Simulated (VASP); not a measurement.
Here is a VASP 6.6.1 calculation.

Contents of INCAR:

```
SYSTEM = Cd
  PREC = Accurate
  ENCUT = 500
  EDIFF = 1E-7
  ISMEAR = 0
  SIGMA = 0.05
  LREAL = .False.
  LASPH = .True.
  NELM = 120
  ALGO = Normal
  ISIF = 3
  LWAVE = .False.
  LCHARG = .False.
  GGA = CA
  IBRION = 2
  NSW = 80
  EDIFFG = -0.03
  PSTRESS = 150.0
  GGA_COMPAT = .False.
  NELMIN = 4
```

Contents of KPOINTS:

```
regular mesh
0
Gamma
  8 8 8
  0 0 0
```

Contents of POSCAR:

```
Cd
1.0
    0.0000000000      2.2100000000      2.2100000000
    2.2100000000      0.0000000000      2.2100000000
    2.2100000000      2.2100000000      0.0000000000
Cd
1
Direct
    0.0000000000      0.0000000000      0.0000000000
```

Potentials or basis: VASP PAW LDA potentials, release 64 (Cd).

Launch:

```console
$ cat potpaw_LDA.64/Cd/POTCAR > POTCAR
$ mpirun -np 1 vasp_std > vasp.out
```

Question: What does it give for the band gap on the k mesh?

Answer: Zero (bands 6 and 7 overlap by 3.14 eV).

Question: What does it give for the space group after relaxing (to 0.1 Å)?

Answer: Fm-3m (No. 225).

Final structure:
```
Cd
1.0
     0.00000    2.05115    2.05115
     2.05115    0.00000    2.05115
     2.05115    2.05115    0.00000
Cd
1
Direct
  0.00000 0.00000 0.00000
```

Caveat: the cell is relaxed towards a set pressure, so the run minimises the enthalpy, not the energy.
